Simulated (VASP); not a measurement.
# PbF2: single point with PBE

PbF2:

```
Pb F
1.0
    -0.07425    2.96985    2.96985
     2.89560    0.00000    2.89560
     2.96985    2.96985   -0.07425
Pb F
1 2
Cartesian
  0.0000 0.0000 0.0000
  1.4478 1.4849 1.4478
  4.3434 4.4548 4.3434
```

This cell differs from its parent crystal: strain -0.0500 x Voigt [0, 0, 0, 0, 1, 0].

```json
{
  "Program": "VASP 6.6.1",
  "Task": "single point",
  "Functional": "PBE",
  "Potentials or basis": "VASP PAW PBE potentials, release 64 (Pb_d, F)",
  "Cutoff": "520 eV",
  "k mesh": "8 × 8 × 8",
  "Occupations": "gaussian, width 0.05 eV",
  "Spin": "no spin polarisation"
}
```

| Item | Value |
| --- | --- |
| Pressure | 2.2 GPa |
| Largest force | 0.144 eV/Å |
| Band gap on the k mesh | 4.39 eV, indirect (least direct gap 4.54 eV) |

Forces in eV/Å, atoms in the order of the input:
```
Pb   0.000  0.000  0.000
F    0.000  0.144  0.000
F    0.000 -0.144  0.000
```

Stress tensor (GPa, compression positive):
```
2.22 0.00 1.65
0.00 2.25 0.00
1.65 0.00 2.22
```

Levels at points of the mesh, in eV from the valence-band top:
```tsv
k point	band 11	band 12	band 13	band 14	band 15	band 16	band 17	band 18
(0.00, 0.00, 0.00)	-2.42	-2.06	-1.98	-1.89	6.42	6.76	7.09	10.60
(0.50, 0.00, 0.00)	-2.61	-2.14	-2.13	-0.09	4.87	7.51	7.91	13.23
(0.00, 0.50, 0.00)	-2.64	-2.15	-2.14	0.00	5.14	7.36	7.75	13.13
(0.50, 0.50, 0.00)	-1.57	-1.56	-1.56	-0.16	4.39	7.85	7.87	8.95
(0.50, 0.00, 0.50)	-1.58	-1.56	-1.53	-0.16	4.40	7.56	8.16	8.95
```

Wall time 32 s on 1 thread of Intel(R) Xeon(R) 6975P-C (Granite Rapids) (shared host), peak memory 0.23 GiB.

Caveat: the cell differs from its parent crystal (strain -0.0500 x Voigt [0, 0, 0, 0, 1, 0]); spin-orbit coupling is left out, which moves the levels of the heavy elements. A k mesh can miss the band edges.
